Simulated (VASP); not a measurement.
As: single point with PBE+D3(BJ)

The system is As.

```xyz
2
Lattice="1.9057 1.1002 3.5204 -1.9057 1.1002 3.5204 0.0000 -2.2005 3.5204" Properties=species:S:1:pos:R:3 pbc="T T T"
As    0.0000    0.0000    8.1587
As    0.0000    0.0000    2.4027
```

```
Program                : VASP 6.6.1
Task                   : single point
Functional             : PBE
Dispersion             : D3(BJ)
Potentials or basis    : VASP PAW PBE potentials, release 64 (As)
Cutoff                 : 500 eV
k mesh                 : 15 × 15 × 15
Occupations            : gaussian, width 0.1 eV
Spin                   : no spin polarisation
Dipole correction      : no
Further INCAR settings : ALGO = Normal; EDIFF = 1e-06; NBANDS = 12
```

- Pressure: -2.1 GPa
- Largest force: 0.051 eV/Å
- Band gap on the k mesh: zero (band 5 reaches 5.27 eV, above the bottom of band 6 at 4.97 eV)
- Dispersion energy per atom: -0.408 eV

Forces on the atoms (eV/Å):
```
As   0.000  0.000 -0.051
As   0.000  0.000  0.051
```

Levels at points of the mesh, in eV from the Fermi level:
| k point | band 2 | band 3 | band 4 | band 5 | band 6 | band 7 | band 8 | band 9 |
| --- | --- | --- | --- | --- | --- | --- | --- | --- |
| (0.00, 0.00, 0.00) | -5.97 | -2.41 | -1.99 | -1.99 | 1.72 | 2.86 | 2.86 | 6.76 |

It took 50 s on 1 thread of Intel(R) Xeon(R) 6975P-C (Granite Rapids), on a shared host, peak memory 0.29 GiB.

Caveat: pairwise dispersion overbinds metals, which lowers pressure and volume.
